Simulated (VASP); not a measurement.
**Zr2Pd2Se: relaxation of cell and atoms with PBE**

The system is Zr2Pd2Se.

```xyz
5
Lattice="3.4278 0.0000 0.0000 0.0000 3.9842 0.0000 0.0000 0.0000 7.8102" Properties=species:S:1:pos:R:3 pbc="T T T"
Zr    0.0000    1.9921    0.0000
Zr    0.0000    0.0000    0.0000
Pd    0.0000    0.0000    2.0065
Pd    0.0000    0.0000    5.8037
Se    1.7139    0.0000    3.9051
```

The cell was generated, and may not be a known phase.

- Program: VASP 6.6.1
- Task: relaxation of cell and atoms
- Functional: PBE
- Potentials or basis: VASP PAW PBE potentials, release 64 (Zr_sv, Pd, Se)
- Cutoff: 600 eV
- k mesh: 6 × 4 × 2
- Occupations: gaussian, width 0.1 eV
- Spin: no spin polarisation
- Dipole correction: no
- Further INCAR settings: ALGO = Normal; EDIFF = 1e-06; IBRION = 2; EDIFFG = -0.04; NSW = 90; ISIF = 3

```json
{"Relaxed volume": "29.61 Å³/atom", "Relaxed cell": "a = 2.888 Å, b = 5.534 Å, c = 9.264 Å, α = 90.00°, β = 90.00°, γ = 90.00°", "Space group after relaxing (to 0.1 Å)": "Pmmm (No. 47)", "Energy gained by relaxing": "2220.3 meV/atom", "Ionic steps": "17", "Pressure after relaxing": "0.0 GPa", "Largest force after relaxing": "0.026 eV/Å", "Band gap on the k mesh": "zero (bands 25 and 26 overlap by 1.06 eV)"}
```

Forces on the atoms (eV/Å):
```
Zr   0.000  0.000  0.000
Zr   0.000  0.000  0.000
Pd   0.000  0.000  0.026
Pd   0.000  0.000 -0.026
Se   0.000  0.000  0.000
```

Stress tensor (GPa, compression positive):
```
 0.05  0.00  0.00
 0.00  0.08  0.00
 0.00  0.00 -0.03
```

The path:
| step | energy change (eV) | largest force (eV/Å) | pressure (GPa) | volume (Å³) |
| --- | --- | --- | --- | --- |
| 1 | 0.0000 | 11.5653 | 54.63 | 106.66 |
| 2 | -6.3648 | 0.7268 | -7.76 | 249.39 |
| 3 | -9.7638 | 0.1004 | -3.54 | 162.20 |
| 4 | -9.7694 | 0.0917 | -3.20 | 160.97 |
| 5 | -10.5706 | 1.1997 | 0.49 | 151.39 |
| 6 | -10.5721 | 1.1440 | 0.24 | 151.75 |
| 7 | -10.7087 | 0.9083 | -0.25 | 151.87 |
| 8 | -11.0098 | 0.1457 | -0.97 | 151.85 |
| 9 | -10.5488 | 1.6242 | 3.25 | 149.99 |
| 10 | -11.0602 | 0.2575 | -0.77 | 151.67 |
| 11 | -11.0545 | 0.0705 | 0.94 | 146.43 |
| 12 | -11.0972 | 0.0934 | -0.07 | 149.13 |
| 13 | -11.0972 | 0.0900 | -0.05 | 149.08 |
| 14 | -11.1003 | 0.0312 | -0.32 | 148.92 |
| 15 | -11.1004 | 0.0414 | -0.27 | 148.95 |
| 16 | -11.1008 | 0.0144 | 0.27 | 147.36 |
| 17 | -11.1013 | 0.0264 | 0.03 | 148.05 |

Final structure:
```
Zr Pd Se
1.0
     2.88793    0.00000    0.00000
     0.00000    5.53368    0.00000
     0.00000    0.00000    9.26419
Zr Pd Se
2 2 1
Direct
  0.00000 0.50000 0.00000
  0.00000 0.00000 0.00000
  0.00000 0.00000 0.27257
  0.00000 0.00000 0.72743
  0.50000 0.00000 0.50000
```

Levels at points of the mesh, in eV from the Fermi level:
```
           k point  band 21  band 22  band 23  band 24  band 25  band 26  band 27  band 28  band 29  band 30
(0.00, 0.00, 0.00)    -1.38    -1.33    -1.21    -1.20    -0.74    -0.65     0.20     1.66     2.45     2.47
(0.50, 0.00, 0.00)    -1.70    -1.32    -0.94    -0.14    -0.05     0.47     1.60     1.76     2.36     3.36
(0.00, 0.50, 0.00)    -1.35    -1.21    -1.20    -0.85    -0.45    -0.01     0.42     0.87     0.94     2.95
(0.50, 0.50, 0.00)    -1.32    -1.01    -0.95    -0.46    -0.08     1.47     1.90     1.93     2.03     2.05
(0.00, 0.00, 0.50)    -1.52    -1.21    -1.21    -1.03    -0.99    -0.58     0.20     1.72     1.85     2.45
(0.50, 0.00, 0.50)    -0.94    -0.76    -0.69    -0.67    -0.07     0.40     0.96     1.59     2.81     3.33
(0.00, 0.50, 0.50)    -1.81    -1.26    -1.21    -1.21    -0.44    -0.20     0.86     0.99     1.04     2.17
(0.50, 0.50, 0.50)    -0.83    -0.79    -0.53    -0.10     0.05     0.53     1.48     1.88     1.93     2.05
```

Run time: 15 min on 1 thread of AMD EPYC 9R45 (Zen 5), on a shared host, peak memory 0.27 GiB.

Caveat: the k points lie up to 0.36 Å⁻¹ apart in the final cell, too coarse for converged energies and pressures of a metal; the volume moved by over 15 % at a fixed basis, so the end points are rough.
